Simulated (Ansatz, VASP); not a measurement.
# Rb in VASP and in Ansatz

```
CELL_PARAMETERS angstrom
5.06647 0.00000 0.00000
-2.53324 4.38769 0.00000
0.00000 0.00000 8.20769
ATOMIC_POSITIONS crystal
Rb 0.33333 0.66667 0.25000
Rb 0.66667 0.33333 0.75000
```

Alike in both runs: task relaxation of cell and atoms; functional PBE; k mesh 10 × 10 × 5; occupations fermi-dirac, width 0.05 eV; no spin polarisation.

|  | VASP | Ansatz |
| --- | --- | --- |
| version | VASP 6.6.1 | Ansatz 0.2.0 |
| potentials or method | VASP PAW PBE potentials, release 64 (Rb_sv), cutoff 600 eV | all-electron LAPW, non-relativistic |

Ansatz gave:

* relaxed volume (Å³/atom): 94.01
* relaxed cell length with the largest relative difference (Å): 8.304

Task: Estimate VASP's values.

Result: Relaxed volume (Å³/atom): 91.49; relaxed cell length with the largest relative difference (Å): 8.221.

Ansatz ran all-electron here, and VASP with PAW potentials.
